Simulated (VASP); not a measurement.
Write the native input for VASP 6.6.1 that does the following.

| Property | Result |
| --- | --- |
| Task | single point |
| Functional | PBE |
| Potentials or basis | VASP PAW PBE potentials, release 64 (H, Pb_d, N, O) |
| Cutoff | 520 eV |
| k mesh | 3 × 5 × 3 |
| Occupations | fermi-dirac, width 0.05 eV |
| Spin | no spin polarisation |
| Dipole correction | no |
| Further INCAR settings | ALGO = Normal; EDIFF = 1e-07; NBANDS = 57 |

The structure of HPbNO4 lies in POSCAR:

```
HPbNO4
1.0
    6.6687499732      0.0000000000     -0.1631661187
    0.0000000000      3.4512357773      0.0000000000
   -3.4701213864      0.0000000000      7.2423467023
H Pb N O
2 2 2 8
Direct
    0.2096236143      0.7500000000      0.5287927422
    0.7903763857      0.2500000000      0.4712072578
    0.2869184787      0.2500000000      0.2753831404
    0.7130815213      0.7500000000      0.7246168596
    0.2274496504      0.7500000000      0.8315048285
    0.7725503496      0.2500000000      0.1684951715
    0.3253094313      0.7500000000      0.4834892647
    0.4266265496      0.7500000000      0.8655092348
    0.1694771280      0.7500000000      0.9616426174
    0.0711873761      0.7500000000      0.6631900356
    0.6746905687      0.2500000000      0.5165107353
    0.5733734504      0.2500000000      0.1344907652
    0.8305228720      0.2500000000      0.0383573826
    0.9288126239      0.2500000000      0.3368099644
```

One way to write it, as run:

INCAR

```
SYSTEM = HPbNO4
ALGO = Normal
EDIFF = 1E-7
ENCUT = 520
GGA = PE
ISIF = 2
ISMEAR = -1
LASPH = .True.
LCHARG = .False.
LREAL = .False.
LWAVE = .False.
NBANDS = 57
NELM = 100
PREC = Accurate
SIGMA = 0.05
```

KPOINTS

```
k-points
0
Gamma
  3 5 3
  0 0 0
```

Potentials or basis: VASP PAW PBE potentials, release 64 (H, Pb_d, N, O).

The run is started by

```console
$ cat potpaw_PBE.64/H/POTCAR potpaw_PBE.64/Pb_d/POTCAR potpaw_PBE.64/N/POTCAR potpaw_PBE.64/O/POTCAR > POTCAR
$ mpirun -np 1 vasp_std > vasp.out
```

It gave:

| Item | Value |
| --- | --- |
| Pressure | 10.8 GPa |
| Largest force | 0.543 eV/Å |
| Band gap on the k mesh | 2.55 eV (least direct gap 2.87 eV) |

Caveat: the standard files for N, O and F lose accuracy on very short bonds; the cell stands under pressure; spin-orbit coupling is left out, which moves the levels of the heavy elements.

It took 5.8 min on 1 thread of Intel(R) Xeon(R) Platinum 8259CL CPU @ 2.50GHz (Skylake/Cascade Lake), with other jobs on the host, peak memory 0.34 GiB.
